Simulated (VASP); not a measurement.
# W (C2/m) in VASP: further runs, part 2 of 2

VASP 6.6.1. The steps go on from the part before.

## Step 3: Single point, PBEsol

File INCAR:

```
  PREC = Accurate
  ENCUT = 520
  EDIFF = 1E-6
  ISMEAR = 0
  SIGMA = 0.15
  LREAL = F
  LASPH = T
  NELM = 100
  ALGO = Fast
  ISIF = 2
  LWAVE = F
  LCHARG = F
  GGA = PS
  NBANDS = 36
```

File KPOINTS:

```
regular mesh
0
Gamma
  18 18 5
```

File POSCAR:

```
W
1.0
   -1.5973000000      1.5973000000     -1.5973000000
   -1.5973000000     -1.5973000000      1.5973000000
   -0.9583800000      6.3892000000      6.3892000000
W
4
Direct
   -0.2625000000     -0.2625000000      0.8750000000
    0.4625000000      0.4625000000      0.1250000000
   -0.1125000000     -0.1125000000      0.3750000000
    0.3125000000      0.3125000000      0.6250000000
```

Potentials or basis: VASP PAW PBE potentials, release 64 (W_sv).

The run is started by

```
$ cat potpaw_PBE.64/W_sv/POTCAR > POTCAR
$ mpirun -np 1 vasp_std > vasp.out
```

OUTCAR:

```text
PREC = Accurate
   ENCUT = 520
   EDIFF = 1E-6
   ISMEAR = 0
   LREAL = F
   LASPH = T
   NELM = 100
   ISIF = 2
   GGA = PS

 ion  position               nearest neighbor table
   1  0.737  0.737  0.875-   2 2.35   4 2.77   4 2.77   4 3.19   4 3.19   2 3.34   2 3.34   2 3.41

   2  0.462  0.462  0.125-   1 2.35   3 2.77   3 2.77   3 3.19   3 3.19   1 3.34   1 3.34   1 3.41

   3  0.888  0.888  0.375-   2 2.77   4 2.77   4 2.77   2 2.77   2 3.19   4 3.19   4 3.19   2 3.19

   4  0.312  0.312  0.625-   1 2.77   3 2.77   3 2.77   1 2.77   3 3.19   1 3.19   1 3.19   3 3.19

  LATTYP: Found a base centered monoclinic cell.
 ALAT       =     3.1946000000
 B/A-ratio  =     1.4142135624
 C/A-ratio  =     2.8442925307
 COS(beta)  =    -0.1054743831

  Lattice vectors:

 A1 = (   1.5973000000,  -1.5973000000,   1.5973000000)
 A2 = (   1.5973000000,   1.5973000000,  -1.5973000000)
 A3 = (  -0.9583800000,   6.3892000000,   6.3892000000)

Analysis of symmetry for initial positions (statically):
=====================================================================
 Subroutine PRICEL returns:
 Original cell was already a primitive cell.

 Routine SETGRP: Setting up the symmetry group for a
 base centered monoclinic supercell.

 Subroutine GETGRP returns: Found  4 space group operations
 (whereof  2 operations were pure point group operations)
 out of a pool of  4 trial point group operations.

The static configuration has the point symmetry C_1h.
 The point group associated with its full space group is C_2h.

Analysis of symmetry for dynamics (positions and initial velocities):
=====================================================================
 Subroutine PRICEL returns:
 Original cell was already a primitive cell.

[... 128 lines left out ...]
   EFERMI_NEDOS =   21; number of points for ismear=-14 and -15
   IALGO  =     68    algorithm
   IMIX   =      4    mixing-type and parameters
     AMIX     =   0.40;   BMIX     =  1.00
     AMIX_MAG =   1.60;   BMIX_MAG =  1.00
  volume/ion in A,a.u.               =      16.30       110.01
  Fermi-wavevector in a.u.,A,eV,Ry     =   1.556125  2.940649 32.946829  2.421524
  Thomas-Fermi vector in A             =   2.659966
   LORBIT       =      0    0 simple, 1 ext, 2 COOP (PROOUT), +10 PAW based schemes
   GGA     = PS    functional components
   LHFCALC =     F    Hartree Fock is set to
   AEXX    =    0.0000 exact exchange contribution
   IVDW    =     0    specifies the selected vdW correction
   LEPSILON=     F    determine dielectric tensor
   LRPA    =     F    only Hartree local field effects (RPA)
 non-spin polarized calculation
 RMM-DIIS sequential band-by-band and
 Gauss-broadening in eV      SIGMA  =   0.15
  energy-cutoff  :      520.00
  volume of cell :       65.20
 maximum number of plane-waves:      1774
 NGX is ok and might be reduce to    24
   NGX = 11   NGY = 11   NGZ = 33

 number of electron      55.9999995 magnetization

 Free energy of the ion-electron system (eV)
  ---------------------------------------------------
  ext. energy  EPLUGINS =         0.00000000
  ---------------------------------------------------
  free energy    TOTEN  =       -53.84142360 eV

  energy without entropy =      -53.81808205  energy(sigma->0) =      -53.82975283

 E-fermi :  10.8375     XC(G=0): -13.5731

 val. band max:       10.8346431223   @ k =  -0.3333   0.1667   0.2000
 cond. band min:      10.8405768830   @ k =  -0.1667   0.3333   0.2000
 fundamental gap:      0.0059337607
 Fermi energy:        10.8375491238

 k-point     1 :       0.0000    0.0000    0.0000
  band No.  band energies     occupation
      1     -63.3009      2.00000
      2     -63.2359      2.00000
      3     -63.2047      2.00000
      4     -63.0273      2.00000
      5     -28.3998      2.00000
      6     -27.6889      2.00000
[... 925 lines left out ...]
     35      13.0335      0.00000
     36      13.5743      0.00000

 [... further k-points ...]

------------------------ aborting loop because EDIFF is reached ----------------------------------------

  FORCE on cell =-STRESS in cart. coord.  units (eV):
  Direction    XX          YY          ZZ          XY          YZ          ZX
  --------------------------------------------------------------------------------------
  -------------------------------------------------------------------------------------
  Total       -3.4483837     -0.2107851     -0.2107851      3.5904724      3.9287282      3.5904737
  in kB      -84.7318550     -5.1793000     -5.1793000     88.2231816     96.5346240     88.2232127
  external PRESSURE =     -31.6968183 kB  Pullay stress =       0.0000000 kB

 VOLUME and BASIS-vectors are now :
 -----------------------------------------------------------------------------
  energy-cutoff  :      520.00
  volume of cell :       65.20
      direct lattice vectors                 reciprocal lattice vectors
    -1.597300000  1.597300000 -1.597300000    -0.313028235  0.133037000 -0.179991235
    -1.597300000 -1.597300000  1.597300000    -0.313028235 -0.179991235  0.133037000
    -0.958380000  6.389200000  6.389200000     0.000000000  0.078257059  0.078257059

 POSITION                                       TOTAL-FORCE (eV/Angst)
 -----------------------------------------------------------------------------------
     -3.19460      5.59055      5.59055        -2.406030     -2.293088     -2.293088
     -1.59730      0.79865      0.79865         2.406030      2.293088      2.293088
     -3.19460      2.39595      2.39595         0.105545      0.269974      0.269974
     -1.59730      3.99325      3.99325        -0.105545     -0.269974     -0.269974
 -----------------------------------------------------------------------------------
    total drift:                               -0.000004     -0.000000     -0.000000

  FREE ENERGIE OF THE ION-ELECTRON SYSTEM (eV)
  ---------------------------------------------------
  free  energy   TOTEN  =       -53.8414236047 eV

  energy  without entropy=      -53.8180820489  energy(sigma->0) =      -53.82975283
```

OSZICAR:

```text
N       E                     dE             d eps       ncg     rms          rms(c)
DAV:   1     0.726831951222E+03    0.72683E+03   -0.33246E+04 31184   0.184E+03
DAV:   2    -0.171838055523E+02   -0.74402E+03   -0.72859E+03 32332   0.582E+02
DAV:   3    -0.552994676914E+02   -0.38116E+02   -0.36769E+02 36320   0.127E+02
DAV:   4    -0.564307337049E+02   -0.11313E+01   -0.11061E+01 39172   0.191E+01
DAV:   5    -0.564479677690E+02   -0.17234E-01   -0.17186E-01 36796   0.247E+00    0.420E+01
RMM:   6    -0.543773278660E+02    0.20706E+01   -0.26772E+00 32477   0.102E+01    0.175E+01
RMM:   7    -0.538683875081E+02    0.50894E+00   -0.22902E+00 34927   0.859E+00    0.145E+00
RMM:   8    -0.538502844794E+02    0.18103E-01   -0.26989E-01 41841   0.244E+00    0.117E+00
RMM:   9    -0.538404827355E+02    0.98017E-02   -0.52562E-02 42870   0.126E+00    0.346E-01
RMM:  10    -0.538412683152E+02   -0.78558E-03   -0.12992E-02 44983   0.539E-01    0.534E-02
RMM:  11    -0.538414021331E+02   -0.13382E-03   -0.15900E-03 46259   0.229E-01    0.207E-02
RMM:  12    -0.538414208045E+02   -0.18671E-04   -0.27673E-04 46986   0.105E-01    0.191E-02
RMM:  13    -0.538414225855E+02   -0.17811E-05   -0.46083E-05 40652   0.488E-02    0.679E-03
RMM:  14    -0.538414233418E+02   -0.75631E-06   -0.15086E-05 37546   0.251E-02    0.214E-03
RMM:  15    -0.538414236047E+02   -0.26286E-06   -0.26451E-06 28258   0.116E-02
   1 F= -.53841424E+02 E0= -.53829753E+02  d E =-.233416E-01
```

stdout:

```text
POSCAR found type information on POSCAR W
 POSCAR found :  1 types and       4 ions
 scaLAPACK will be used
 -----------------------------------------------------------------------------
|                                                                             |
|                                                                             |
|     You enforced a specific xc type in the INCAR file but a different       |
|     I HOPE YOU KNOW WHAT YOU ARE DOING!                                     |
|                                                                             |
 -----------------------------------------------------------------------------

 LDA part: xc-table for (Slater+PW92), standard interpolation
 POSCAR, INCAR and KPOINTS ok, starting setup
 FFT: planning ... GRIDC
 FFT: planning ... GRID_SOFT
 FFT: planning ... GRID
 WAVECAR not read
 entering main loop
WARNING in EDDRMM: call to ZHEGV failed, returncode =   8  4     31
WARNING in EDDRMM: call to ZHEGV failed, returncode =   6  3     29
WARNING in EDDRMM: call to ZHEGV failed, returncode =   8  4     29
WARNING in EDDRMM: call to ZHEGV failed, returncode =   6  3     32
```

Wall time 18 min (1 thread of Intel Xeon Platinum 8259CL at 2.50GHz (Skylake/Cascade Lake), shared host); peak memory 0.73 GiB.

Results:

- Free energy: -53.8414 eV
- Pressure: -3.2 GPa
- Largest force: 4.038 eV/Å
- Band gap on the k mesh: zero (bands 28 and 29 overlap by 2.15 eV)

Forces in eV/Å, atoms in the order of the input:
```
W   -2.406 -2.293 -2.293
W    2.406  2.293  2.293
W    0.106  0.270  0.270
W   -0.106 -0.270 -0.270
```

Stress tensor (GPa, compression positive):
```
-8.47  8.82  8.82
 8.82 -0.52  9.65
 8.82  9.65 -0.52
```

Caveat: the cell stands under tension; the PAW data sets were made with another functional, which shifts forces and pressure a little; spin-orbit coupling is left out, which moves the levels of the heavy elements.
